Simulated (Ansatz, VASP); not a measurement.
Two plane-wave programs on SnO2

INCAR

```
ALGO     = Normal         # electronic algorithm
EDIFF    = 1E-7           # SCF threshold, eV
ENCUT    = 520            # plane-wave cutoff, eV
GGA      = PS             # functional
ISIF     = 2              # what is computed and relaxed
ISMEAR   = 0              # smearing method
LASPH    = T              # aspherical terms in the spheres
LCHARG   = T              # write CHGCAR
LELF     = T              # ELF
LREAL    = F              # projectors in reciprocal space
LVHAR    = T            
LWAVE    = F              # write WAVECAR
NBANDS   = 35             # bands
NELM     = 100            # most SCF steps
PREC     = Accurate       # precision mode
SIGMA    = 0.05           # smearing width, eV
```

The input KPOINTS:

```
k-points
0
Gamma
  10 10 10
```

The input POSCAR:

```
SnO2
1.0
   -2.0054999738      2.0054999738      5.1227446880
    2.0054999738     -2.0054999738      5.1227446880
    2.0054999738      2.0054999738     -5.1227446880
Sn O
2 4
Direct
    0.7500000000      0.2500000000      0.5000000000
    0.0000000000      0.0000000000      0.0000000000
    0.8253863603      0.8253863603      0.0000000000
    0.9529187786      0.4529187786      0.5000000000
    0.2029187786      0.2029187786      0.0000000000
    0.5470812214      0.0470812214      0.5000000000
```

Input for Ansatz:

```yaml
crystal:
  lattice:
    - [-2.0054999738, 2.0054999738, 5.122744688]
    - [2.0054999738, -2.0054999738, 5.122744688]
    - [2.0054999738, 2.0054999738, -5.122744688]
  atoms:
    - { symbol: Sn, position: [0.75, 0.25, 0.5] }
    - { symbol: Sn, position: [0.0, 0.0, 0.0] }
    - { symbol: O, position: [0.8253863603, 0.8253863603, 0.0] }
    - { symbol: O, position: [0.9529187786, 0.4529187786, 0.5] }
    - { symbol: O, position: [0.2029187786, 0.2029187786, 0.0] }
    - { symbol: O, position: [0.5470812214, 0.0470812214, 0.5] }
basis:
  ecutwfc: 420
kpoints:
  mp_grid: { grid: [10, 10, 10] }
hamiltonian:
  xc: pbesol
  pseudopotentials: { kind: paw, azcp: { folder: soft_1 } }
scf:
  occupations: { method: gaussian, width: 0.05 }
output:
  forces: true
  stress: true
  eigenvalues: true
  write_density: true
  write_potential: true
  elf: true
  volumetric_format: npy
```

Alike in both runs: task single point; functional PBEsol; k mesh 10 × 10 × 10; occupations gaussian, width 0.05 eV; no spin polarisation.

```csv
,VASP,Ansatz
version,VASP 6.6.1,Ansatz 0.2.0
potentials or method,"VASP PAW PBE potentials, release 64 (Sn_d, O), cutoff 520 eV","scalar-relativistic, plane waves, PAW"
valence electrons in the cell,52,52
```

VASP gave:

```
gap on the k mesh at the Fermi level (eV)                     : 1.50
least direct gap on the mesh (eV)                             : 1.76
pressure (GPa)                                                : 8.6
traceless stress, the component that is largest in VASP (GPa) : 12.97
rms of the force components (eV/Å)                            : 2.381
```

Question: Estimate Ansatz's values.

Answer: gap on the k mesh at the Fermi level (eV): 1.51; least direct gap on the mesh (eV): 1.76; pressure (GPa): 8.0; traceless stress, the component that is largest in VASP (GPa): 12.76; rms of the force components (eV/Å): 2.378.

VASP's potentials were made for PBE, not for PBEsol, and Ansatz warns of the same on its side. Atom by atom the forces differ by 0.016 eV/Å (rms over components).
